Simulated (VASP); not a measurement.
# Ca in VASP: settings compared, part 2 of 2

VASP 6.6.1.

## Step 4: Single point, PBEsol

This run uses another cell than the first one, of 43.61 Å³/atom.

INCAR reads:

```
SYSTEM = Ca
ALGO = Normal
EDIFF = 1E-6
ENCUT = 500
GGA = PS
GGA_COMPAT = .False.
ISIF = 2
ISMEAR = -1
LASPH = .True.
LCHARG = .True.
LELF = .True.
LREAL = .False.
LVHAR = .True.
LWAVE = .False.
NBANDS = 11
NELM = 120
PREC = Accurate
SIGMA = 0.05
```

KPOINTS reads:

```
k-points
0
Gamma
  8 8 8
  0 0 0
```

POSCAR reads:

```
Ca
1.0
   -0.0558840000      2.7942000000      2.7942000000
    2.7942000000     -0.0558840000      2.7942000000
    2.7383160000      2.7383160000      0.0000000000
Ca
1
Direct
    0.0000000000      0.0000000000      0.0000000000
```

Potentials or basis: VASP PAW PBE potentials, release 64 (Ca_sv).

Run with:

```console
$ cat potpaw_PBE.64/Ca_sv/POTCAR > POTCAR
$ mpirun -np 1 vasp_std > vasp.out
```

OUTCAR:

```text
SYSTEM = Ca
   EDIFF = 1E-6
   ENCUT = 500
   GGA = PS
   ISIF = 2
   ISMEAR = -1
   LASPH = .True.
   LREAL = .False.
   NELM = 120
   PREC = Accurate

 ion  position               nearest neighbor table
   1  0.000  0.000  0.000-

  LATTYP: Found a body centered orthorhombic cell.
 ALAT       =     3.8725636253
 B/A-ratio  =     1.0408163265
 C/A-ratio  =     1.4430750636

  Lattice vectors:

 A1 = (   0.0558840000,  -2.7942000000,  -2.7942000000)
 A2 = (  -0.0558840000,   2.7942000000,  -2.7942000000)
 A3 = (   2.7942000000,  -0.0558840000,   2.7942000000)
[... 507 lines left out ...]
      4     -21.1609      2.00000
      5      -1.3110      2.00000
      6       3.2397      0.00000
      7       4.1151      0.00000
      8       4.3079      0.00000
      9       4.7582      0.00000
     10       5.3090      0.00000
     11       9.5315      0.00000

 [... further k-points ...]
[... 5 lines left out ...]
  --------------------------------------------------------------------------------------
  -------------------------------------------------------------------------------------
  Total       -0.3177529     -0.3177529     -0.3150568      0.1413961      0.0000000      0.0000000
  in kB      -11.6727021    -11.6727021    -11.5736595      5.1942071      0.0000000      0.0000000
  external PRESSURE =     -11.6396879 kB  Pullay stress =       0.0000000 kB

 VOLUME and BASIS-vectors are now :
 -----------------------------------------------------------------------------
  energy-cutoff  :      500.00
  volume of cell :       43.61
      direct lattice vectors                 reciprocal lattice vectors
    -0.055884000  2.794200000  2.794200000    -0.175433426  0.175433426  0.178942094
     2.794200000 -0.055884000  2.794200000     0.175433426 -0.175433426  0.178942094
     2.738316000  2.738316000  0.000000000     0.182593974  0.182593974 -0.178942094

 POSITION                                       TOTAL-FORCE (eV/Angst)
 -----------------------------------------------------------------------------------
      0.00000      0.00000      0.00000         0.000000      0.000000     -0.000000
 -----------------------------------------------------------------------------------
    total drift:                               -0.000000     -0.000000     -0.000000

  FREE ENERGIE OF THE ION-ELECTRON SYSTEM (eV)
  ---------------------------------------------------
  free  energy   TOTEN  =        -2.1255554230 eV

  energy  without entropy=       -2.1143458218  energy(sigma->0) =       -2.11995062
```

stdout:

```text
POSCAR found type information on POSCAR Ca
 POSCAR found :  1 types and       1 ions
 scaLAPACK will be used
 -----------------------------------------------------------------------------
|                                                                             |
|                                                                             |
|     You enforced a specific xc type in the INCAR file but a different       |
|     I HOPE YOU KNOW WHAT YOU ARE DOING!                                     |
|                                                                             |
 -----------------------------------------------------------------------------

 LDA part: xc-table for (Slater+PW92), standard interpolation
 POSCAR, INCAR and KPOINTS ok, starting setup
 FFT: planning ... GRIDC
 FFT: planning ... GRID_SOFT
 FFT: planning ... GRID
 WAVECAR not read
 entering main loop
```

Wall time 29 s (1 thread of AMD EPYC 7R13 (Zen 3), shared host); peak memory 0.16 GiB.

Results:

| Item | Value |
| --- | --- |
| Free energy | -2.1256 eV |
| Pressure | -1.2 GPa |
| Band gap on the k mesh | zero (bands 5 and 6 overlap by 0.47 eV) |

Levels at points of the mesh, in eV from the Fermi level:
| k point | band 1 | band 2 | band 3 | band 4 | band 5 | band 6 | band 7 | band 8 | band 9 | band 10 |
| --- | --- | --- | --- | --- | --- | --- | --- | --- | --- | --- |
| (0.00, 0.00, 0.00) | -41.88 | -22.87 | -22.87 | -22.87 | -3.94 | 2.20 | 2.31 | 2.45 | 3.37 | 3.37 |
| (0.50, 0.00, 0.00) | -41.87 | -22.99 | -22.89 | -22.89 | -1.02 | -0.22 | 2.14 | 2.35 | 3.95 | 4.05 |
| (0.50, 0.50, 0.00) | -41.86 | -22.99 | -22.92 | -22.92 | -0.39 | 0.62 | 0.94 | 4.02 | 4.19 | 4.21 |
| (0.00, 0.00, 0.50) | -41.86 | -23.01 | -22.89 | -22.89 | -0.88 | -0.06 | 2.09 | 2.29 | 3.99 | 4.08 |
| (0.50, 0.00, 0.50) | -41.86 | -22.99 | -22.92 | -22.92 | -0.39 | 0.62 | 0.95 | 4.00 | 4.19 | 4.21 |

Caveat: the PAW data sets were made with another functional, which shifts forces and pressure a little.

## Step 5: Single point, PBEsol

This run uses another cell than the first one, of 43.63 Å³/atom.

INCAR reads:

```
PREC = Accurate ; ENCUT = 500
EDIFF = 1E-6 ; ISMEAR = -1
SIGMA = 0.05 ; LREAL = F
LASPH = T ; NELM = 120
ALGO = Normal ; ISIF = 2
LWAVE = F ; LCHARG = F
GGA = PS ; NBANDS = 11
GGA_COMPAT = F
```

KPOINTS reads:

```
Automatic mesh
0
Gamma
  8 8 8
```

POSCAR reads:

```
Ca
1.0
   -0.0279420000      2.7942000000      2.7942000000
    2.7942000000     -0.0279420000      2.7942000000
    2.7662580000      2.7662580000      0.0000000000
Ca
1
Direct
    0.0000000000      0.0000000000      0.0000000000
```

Run with:

```console
$ cat potpaw_PBE.64/Ca_sv/POTCAR > POTCAR
$ mpirun -np 1 vasp_std > vasp.out
```

Wall time 31 s (1 thread of AMD EPYC 7R13 (Zen 3), shared host); peak memory 0.16 GiB.

It converged, with:

```yaml
Free_energy: -2.1276 eV
Pressure: -1.2 GPa
Band_gap_on_the_k_mesh: zero (bands 5 and 6 overlap by 0.44 eV)
```

Stress tensor (GPa, compression positive):
```
-1.18  0.26  0.00
 0.26 -1.18  0.00
 0.00  0.00 -1.17
```

Levels at points of the mesh, in eV from the Fermi level:
```csv
k point,band 2,band 3,band 4,band 5,band 6,band 7,band 8,band 9
"(0.00, 0.00, 0.00)",-22.87,-22.87,-22.87,-3.93,2.26,2.32,2.39,3.36
"(0.50, 0.00, 0.00)",-22.99,-22.89,-22.89,-0.98,-0.18,2.18,2.28,3.99
"(0.50, 0.50, 0.00)",-22.99,-22.92,-22.91,-0.39,0.62,0.95,4.02,4.20
"(0.00, 0.00, 0.50)",-23.00,-22.89,-22.89,-0.91,-0.10,2.15,2.26,4.01
"(0.50, 0.00, 0.50)",-22.99,-22.92,-22.92,-0.39,0.63,0.95,4.02,4.20
```

Caveat: the PAW data sets were made with another functional, which shifts forces and pressure a little.

## Step 6: Single point, PBEsol

This run uses another cell than the first one, of 43.63 Å³/atom.

INCAR reads:

```
ALGO = Normal ; EDIFF = 1E-6
ENCUT = 500 ; GGA = PS
GGA_COMPAT = False ; ISIF = 2
ISMEAR = -1 ; LASPH = True
LCHARG = False ; LREAL = False
LWAVE = False ; NBANDS = 11
NELM = 120 ; PREC = Accurate
SIGMA = 0.05
```

KPOINTS reads:

```
k-points
0
Gamma
  8 8 8
```

POSCAR reads:

```
Ca
1.0
    0.0279420000      2.7942000000      2.7942000000
    2.7942000000      0.0279420000      2.7942000000
    2.8221420000      2.8221420000      0.0000000000
Ca
1
Direct
    0.0000000000      0.0000000000      0.0000000000
```

Potentials or basis: VASP PAW PBE potentials, release 64 (Ca_sv).

Run with:

```console
$ cat potpaw_PBE.64/Ca_sv/POTCAR > POTCAR
$ mpirun -np 1 vasp_std > vasp.out
```

Run time: 30 s. Hardware: 1 thread of AMD EPYC 7R13 (Zen 3), shared host; peak memory 0.16 GiB.

It converged, with:

```
Free energy            : -2.1276 eV
Pressure               : -1.2 GPa
Band gap on the k mesh : zero (bands 5 and 6 overlap by 0.44 eV)
```

Stress tensor (GPa, compression positive):
```
-1.18 -0.26  0.00
-0.26 -1.18  0.00
 0.00  0.00 -1.17
```

Levels at points of the mesh, in eV from the Fermi level:
```
           k point  band 2  band 3  band 4  band 5  band 6  band 7  band 8  band 9
(0.00, 0.00, 0.00)  -22.87  -22.87  -22.87   -3.93    2.26    2.32    2.39    3.36
(0.50, 0.00, 0.00)  -23.00  -22.89  -22.89   -0.91   -0.10    2.15    2.26    4.01
(0.50, 0.50, 0.00)  -22.99  -22.92  -22.91   -0.39    0.62    0.95    4.02    4.20
(0.00, 0.00, 0.50)  -22.99  -22.89  -22.89   -0.98   -0.18    2.18    2.28    3.99
(0.50, 0.00, 0.50)  -22.99  -22.92  -22.92   -0.39    0.63    0.95    4.02    4.20
```

Caveat: the PAW data sets were made with another functional, which shifts forces and pressure a little.

## Step 7: Summary

| level | cell | cutoff (eV) | gap on the mesh (eV) | pressure (GPa) |
| --- | --- | --- | --- | --- |
| PBE | a = 3.952, b = 3.932, c = 3.932 Å, angles 60.3, 59.8, 59.8°, 1 atom | 520 | none | -0.4 |
| PBE | a = 3.952, b = 4.031, c = 4.031 Å, angles 58.7, 60.7, 60.7°, 1 atom | 520 | none | -1.1 |
| PBEsol | a = 3.952, b = 3.952, c = 3.873 Å, angles 60.7, 60.7, 61.3°, 1 atom | 500 | none | -1.2 |
| PBEsol | a = 3.952, b = 3.952, c = 3.912 Å, angles 60.3, 60.3, 60.7°, 1 atom | 500 | none | -1.2 |
| PBEsol | a = 3.952, b = 3.952, c = 3.991 Å, angles 59.7, 59.7, 59.3°, 1 atom | 500 | none | -1.2 |

Alike in all rows: task single point; potentials or basis VASP PAW PBE potentials, release 64 (Ca_sv); no spin polarisation; k mesh 8 × 8 × 8; smearing fermi-dirac 0.05 eV.

Caveats: the PAW data sets were made with another functional, which shifts forces and pressure a little (at least some runs).

Total energies depend on the potentials used, so only differences within one code and one set of settings carry meaning.
